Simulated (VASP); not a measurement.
# Zr (Im-3m) in VASP: notebook

Zr is run at these levels: RPBE; tasks: single point.

Program: VASP 6.6.1. These are calculated values, not measurements. Logs are shortened: lines on timing, memory, paths and dates and some standing lists are left out, and cuts for length are marked.

## (1) The cell of the first run

The structure is cubic, space group Im-3m (No. 229). The conventional cell has a = 3.644 Å, b = 3.644 Å, c = 3.644 Å, α = 90.00°, β = 90.00°, γ = 90.00°. Zr (site symmetry m-3m) has 14 Zr at 3.16 to 3.64 Å within 4.2 Å.

## (2) Single point, RPBE

File INCAR:

```
  PREC = Accurate
  ENCUT = 500
  EDIFF = 1E-6
  ISMEAR = -1
  SIGMA = 0.05
  LREAL = False
  LASPH = True
  NELM = 120
  ALGO = Normal
  ISIF = 2
  LWAVE = False
  LCHARG = False
  GGA = RP
  NBANDS = 12
  GGA_COMPAT = False
```

File KPOINTS:

```
regular mesh
0
Gamma
  10 10 10
```

File POSCAR:

```
Zr
1.0
   -1.8219871043      1.8219871043      1.8219871043
    1.8219871043     -1.8219871043      1.8219871043
    1.8219871043      1.8219871043     -1.8219871043
Zr
1
Direct
    0.0000000000      0.0000000000      0.0000000000
```

Potentials or basis: VASP PAW PBE potentials, release 64 (Zr_sv).

Launch:

```console
cat potpaw_PBE.64/Zr_sv/POTCAR > POTCAR
mpirun -np 1 vasp_std > vasp.out
```

OUTCAR:

```text
PREC = Accurate
   ENCUT = 500
   EDIFF = 1E-6
   ISMEAR = -1
   LREAL = False
   LASPH = True
   NELM = 120
   ISIF = 2
   GGA = RP

 ion  position               nearest neighbor table
   1  0.000  0.000  0.000-

  LATTYP: Found a body centered cubic cell.
 ALAT       =     3.6439742086

  Lattice vectors:

 A1 = (  -1.8219871043,   1.8219871043,   1.8219871043)
 A2 = (   1.8219871043,  -1.8219871043,   1.8219871043)
 A3 = (   1.8219871043,   1.8219871043,  -1.8219871043)

Analysis of symmetry for initial positions (statically):
=====================================================================
 Subroutine PRICEL returns:
 Original cell was already a primitive cell.

 Routine SETGRP: Setting up the symmetry group for a
 body centered cubic supercell.

 Subroutine GETGRP returns: Found 48 space group operations
 (whereof 48 operations were pure point group operations)
 out of a pool of 48 trial point group operations.

The static configuration has the point symmetry O_h .

Analysis of symmetry for dynamics (positions and initial velocities):
=====================================================================
 Subroutine PRICEL returns:
 Original cell was already a primitive cell.

 Routine SETGRP: Setting up the symmetry group for a
 body centered cubic supercell.

 Subroutine GETGRP returns: Found 48 space group operations
 (whereof 48 operations were pure point group operations)
 out of a pool of 48 trial point group operations.

The dynamic configuration has the point symmetry O_h .

 Subroutine INISYM returns: Found 48 space group operations
 (whereof 48 operations are pure point group operations),
 and found     1 'primitive' translations

----------------------------------------------------------------------------------------

                                     Primitive cell

  volume of cell :      24.1933

  direct lattice vectors                    reciprocal lattice vectors
    -1.821987104  1.821987104  1.821987104     0.000000000  0.274425653  0.274425653
     1.821987104 -1.821987104  1.821987104     0.274425653  0.000000000  0.274425653
     1.821987104  1.821987104 -1.821987104     0.274425653  0.274425653  0.000000000

  length of vectors
     3.155774235  3.155774235  3.155774235     0.388096480  0.388096480  0.388096480

  position of ions in fractional coordinates (direct lattice)
     0.000000000  0.000000000  0.000000000
[... 75 lines left out ...]
   NELM   =    120;   NELMIN=  2; NELMDL= -5     # of ELM steps
   EDIFF  = 0.1E-05   stopping-criterion for ELM
   LREAL  =      F    real-space projection
   EDIFFG = 0.1E-04   stopping-criterion for IOM
   NSW    =      0    number of steps for IOM
   IBRION =     -1    ionic relax: 0-MD 1-quasi-New 2-CG
   NFREE  =      0    steps in history (QN), initial steepest desc. (CG)
   ISIF   =      2    stress and relaxation
   ISYM   =      2    0-nonsym 1-usesym 2-fastsym
   POTIM  = 0.5000    time-step for ionic-motion
   TEBEG  =    0.0;   TEEND  =   0.0 temperature during run
   PSTRESS=    0.0 pullay stress
   NELECT =      12.0000    total number of electrons
   NUPDOWN=      -1.0000    fix difference up-down
   EMIN   =  10.00;   EMAX   =-10.00  energy-range for DOS
   EFERMI =   0.00;   METHOD = LEGACY
   ISMEAR =    -1;   SIGMA  =   0.05  broadening in eV -4-tet -1-fermi 0-gaus
   EFERMI_NEDOS =   21; number of points for ismear=-14 and -15
   IALGO  =     38    algorithm
   IMIX   =      4    mixing-type and parameters
     AMIX     =   0.40;   BMIX     =  1.00
     AMIX_MAG =   1.60;   BMIX_MAG =  1.00
  volume/ion in A,a.u.               =      24.19       163.26
  Fermi-wavevector in a.u.,A,eV,Ry     =   1.295895  2.448887 22.848875  1.679345
  Thomas-Fermi vector in A             =   2.427386
   LORBIT       =      0    0 simple, 1 ext, 2 COOP (PROOUT), +10 PAW based schemes
   GGA     = RP    functional components
   LHFCALC =     F    Hartree Fock is set to
   AEXX    =    0.0000 exact exchange contribution
   IVDW    =     0    specifies the selected vdW correction
   LEPSILON=     F    determine dielectric tensor
   LRPA    =     F    only Hartree local field effects (RPA)
 non-spin polarized calculation
  energy-cutoff  :      500.00
  volume of cell :       24.19
 maximum number of plane-waves:       629
   NGX = 11   NGY = 11   NGZ = 11

 number of electron      12.0000000 magnetization

 Free energy of the ion-electron system (eV)
  ---------------------------------------------------
  ext. energy  EPLUGINS =         0.00000000
  ---------------------------------------------------
  free energy    TOTEN  =        -8.00519185 eV

  energy without entropy =       -7.98879368  energy(sigma->0) =       -7.99699277

 E-fermi :   8.4219     XC(G=0): -10.8282

 val. band max:        8.4038581831   @ k =   0.2000   0.2000   0.0000
 cond. band min:       8.4307188580   @ k =   0.3000   0.2000   0.1000
 fundamental gap:      0.0268606749
 Fermi energy:         8.4218802186

 k-point     1 :       0.0000    0.0000    0.0000
  band No.  band energies     occupation
      1     -40.2250      2.00000
      2     -17.7904      2.00000
      3     -17.7904      2.00000
      4     -17.7904      2.00000
      5       3.0867      2.00000
      6       9.4961      0.00000
      7       9.4961      0.00000
      8       9.4961      0.00000
      9      11.8546      0.00000
     10      11.8546      0.00000
     11      20.6215      0.00000
     12      20.6215      0.00000
[... 331 lines left out ...]
 k-point    24 :      -0.3000    0.3000    0.1000
  band No.  band energies     occupation
      1     -40.1315      2.00000
      2     -18.3448      2.00000
      3     -17.9989      2.00000
      4     -17.8570      2.00000
      5       5.5051      2.00000
      6       8.5712      0.09613
      7       8.5875      0.07035
      8      10.8019      0.00000
      9      11.9637      0.00000
     10      12.5571      0.00000
     11      19.9475      0.00000
     12      21.4893      0.00000

 [... further k-points ...]
[... 5 lines left out ...]
  --------------------------------------------------------------------------------------
  -------------------------------------------------------------------------------------
  Total       -0.3959555     -0.3959555     -0.3959555      0.0000000     -0.0000000      0.0000000
  in kB      -26.2217168    -26.2217168    -26.2217168      0.0000000     -0.0000000      0.0000000
  external PRESSURE =     -26.2217168 kB  Pullay stress =       0.0000000 kB

 VOLUME and BASIS-vectors are now :
 -----------------------------------------------------------------------------
  energy-cutoff  :      500.00
  volume of cell :       24.19
      direct lattice vectors                 reciprocal lattice vectors
    -1.821987104  1.821987104  1.821987104     0.000000000  0.274425653  0.274425653
     1.821987104 -1.821987104  1.821987104     0.274425653  0.000000000  0.274425653
     1.821987104  1.821987104 -1.821987104     0.274425653  0.274425653  0.000000000

 POSITION                                       TOTAL-FORCE (eV/Angst)
 -----------------------------------------------------------------------------------
      0.00000      0.00000      0.00000        -0.000000      0.000000      0.000000
 -----------------------------------------------------------------------------------
    total drift:                                0.000000      0.000000      0.000000

  FREE ENERGIE OF THE ION-ELECTRON SYSTEM (eV)
  ---------------------------------------------------
  free  energy   TOTEN  =        -8.0051918544 eV

  energy  without entropy=       -7.9887936832  energy(sigma->0) =       -7.99699277
```

OSZICAR:

```text
N       E                     dE             d eps       ncg     rms          rms(c)
DAV:   1     0.827988643722E+02    0.82799E+02   -0.67290E+03  1128   0.958E+02
DAV:   2    -0.541791104924E+01   -0.88217E+02   -0.85653E+02  1296   0.263E+02
DAV:   3    -0.825617187733E+01   -0.28383E+01   -0.27895E+01  1672   0.395E+01
DAV:   4    -0.833604899073E+01   -0.79877E-01   -0.79843E-01  1332   0.611E+00
DAV:   5    -0.833751998882E+01   -0.14710E-02   -0.14710E-02  1604   0.658E-01    0.909E+00
DAV:   6    -0.805165641005E+01    0.28586E+00   -0.38447E-01  1228   0.575E+00    0.349E+00
DAV:   7    -0.800149537478E+01    0.50161E-01   -0.19946E-01  1344   0.394E+00    0.664E-01
DAV:   8    -0.800520113798E+01   -0.37058E-02   -0.12601E-02  1356   0.125E+00    0.116E-01
DAV:   9    -0.800520597444E+01   -0.48365E-05   -0.55670E-04  1480   0.211E-01    0.256E-02
DAV:  10    -0.800519409884E+01    0.11876E-04   -0.29230E-05  1516   0.548E-02    0.172E-02
DAV:  11    -0.800519185968E+01    0.22392E-05   -0.21471E-06  1176   0.162E-02    0.314E-03
DAV:  12    -0.800519185440E+01    0.52783E-08   -0.97507E-08   684   0.305E-03
   1 F= -.80051919E+01 E0= -.79969928E+01  d E =-.163982E-01
```

Wall time 14 s (1 thread of Intel Xeon 8259CL, shared host); peak memory 0.14 GiB.

Results:

* Free energy: -8.0052 eV
* Pressure: -2.6 GPa
* Band gap on the k mesh: zero (band 6 reaches 9.50 eV, above the bottom of band 7 at 7.69 eV)

Levels at points of the mesh, in eV from the Fermi level:
```
           k point  band 3  band 4  band 5  band 6  band 7  band 8  band 9  band 10
(0.00, 0.00, 0.00)  -26.21  -26.21   -5.34    1.07    1.07    1.07    3.43     3.43
(0.50, 0.00, 0.00)  -26.48  -26.22   -2.70   -0.63    1.38    3.41    4.04     5.96
(0.50, 0.50, 0.50)  -26.80  -26.80   -2.41   -2.41    5.34    5.34    5.34     7.08
```

Caveat: the PAW data sets were made with another functional, which shifts forces and pressure a little.

## (3) Single point, RPBE

This run uses another cell than the first one, of 24.67 Å³/atom, 1.020 times its volume.

File INCAR:

```
ALGO = Normal
EDIFF = 1E-6
ENCUT = 500
GGA = RP
GGA_COMPAT = False
ISIF = 2
ISMEAR = -1
LASPH = True
LCHARG = True
LELF = True
LREAL = False
LVHAR = True
LWAVE = False
NBANDS = 12
NELM = 120
PREC = Accurate
SIGMA = 0.05
```

File KPOINTS:

```
k-points
0
Gamma
  10 10 10
```

File POSCAR:

```
Zr
1.0
   -1.8338185209      1.8338185209      1.8338185209
    1.8338185209     -1.8338185209      1.8338185209
    1.8338185209      1.8338185209     -1.8338185209
Zr
1
Direct
    0.0000000000      0.0000000000      0.0000000000
```

Potentials or basis: VASP PAW PBE potentials, release 64 (Zr_sv).

Launch:

```console
cat potpaw_PBE.64/Zr_sv/POTCAR > POTCAR
mpirun -np 1 vasp_std > vasp.out
```

Run time: 14 s. Hardware: 1 thread of Intel Xeon 8259CL, shared host; peak memory 0.14 GiB.

It converged, with:

- Free energy: -7.9955 eV
- Pressure: -4.0 GPa
- Band gap on the k mesh: zero (band 6 reaches 9.28 eV, above the bottom of band 7 at 7.50 eV)

Levels at points of the mesh, in eV from the Fermi level:
```
           k point  band 3  band 4  band 5  band 6  band 7  band 8  band 9  band 10
(0.00, 0.00, 0.00)  -26.28  -26.28   -5.29    1.07    1.07    1.07    3.37     3.37
(0.50, 0.00, 0.00)  -26.53  -26.28   -2.65   -0.59    1.32    3.34    3.96     5.83
(0.50, 0.50, 0.50)  -26.83  -26.83   -2.33   -2.33    5.22    5.22    5.22     6.95
```

Caveat: the PAW data sets were made with another functional, which shifts forces and pressure a little.
